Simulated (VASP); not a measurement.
Zn, 1 atom in the cell. It takes space group Im-3m (No. 229, cubic). The conventional cell has a = 2.989 Å, b = 2.989 Å, c = 2.989 Å, α = 90.00°, β = 90.00°, γ = 90.00°. Zn (site symmetry m-3m) has 14 Zn at 2.59 to 2.99 Å within 3.4 Å. 

```yaml
Program: VASP 6.6.1
Task: single point
Functional: PBEsol
Dispersion: D3(BJ)
Potentials_or_basis: VASP PAW PBE potentials, release 64 (Zn)
Cutoff: 520 eV
k_mesh: 8 × 8 × 8
Occupations: methfessel-paxton, width 0.05 eV
Spin: no spin polarisation
Dipole_correction: no
Further_INCAR_settings: ALGO = Normal; EDIFF = 1e-06; NBANDS = 12
```

Potentials or basis: VASP PAW PBE potentials, release 64 (Zn).

Launch:

```sh
$ cat potpaw_PBE.64/Zn/POTCAR > POTCAR
$ mpirun -np 1 vasp_std > vasp.out
```

Hardware: 1 thread of AMD EPYC 9R45 96-Core Processor (Zen 5) (shared host).

Question: How long does it take, and how much memory?

Answer: It took 2.4 s on 1 thread of AMD EPYC 9R45 96-Core Processor (Zen 5), with other jobs on the host, peak memory 0.1 GiB. Counts: scf iterations 11, k points 29.
